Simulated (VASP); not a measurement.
Wanted: the native input for a VASP 6.6.1 run.

```
Task                   : single point
Functional             : LDA
Potentials or basis    : VASP PAW LDA potentials, release 64 (Ir)
Cutoff                 : 520 eV
k mesh                 : 8 × 8 × 8
Occupations            : gaussian, width 0.15 eV
Spin                   : no spin polarisation
Dipole correction      : no
Further INCAR settings : ALGO = Normal; EDIFF = 1e-07; NBANDS = 10
```

The structure of Ir lies in POSCAR:

```
Ir
1.0
    0.0000000000      2.1548988710      1.5235135018
    2.1548988710      0.0000000000      1.5235135018
    2.1548988710      2.1548988710      0.0000000000
Ir
1
Direct
    0.0000000000      0.0000000000      0.0000000000
```

This cell differs from its parent crystal: ratio of the length along z to the lengths across it x 0.707, volume and fractional coordinates fixed.

One way to write it, as run:

INCAR

```
  PREC = Accurate
  ENCUT = 520
  EDIFF = 1E-7
  ISMEAR = 0
  SIGMA = 0.15
  LREAL = F
  LASPH = T
  NELM = 80
  ALGO = Normal
  ISIF = 2
  LWAVE = F
  LCHARG = F
  NBANDS = 10
```

KPOINTS

```
regular mesh
0
Gamma
  8 8 8
```

Potentials or basis: VASP PAW LDA potentials, release 64 (Ir).

The run is started by

```bash
$ cat potpaw_LDA.64/Ir/POTCAR > POTCAR
$ mpirun -np 1 vasp_std > vasp.out
```

Results of the run:

```
Pressure : 7.3 GPa
```

Caveat: the k points lie up to 0.36 Å⁻¹ apart.

Run time: 4.4 s on 1 thread of AMD EPYC 9R45 96-Core Processor (Zen 5), on a shared host, peak memory 0.1 GiB.
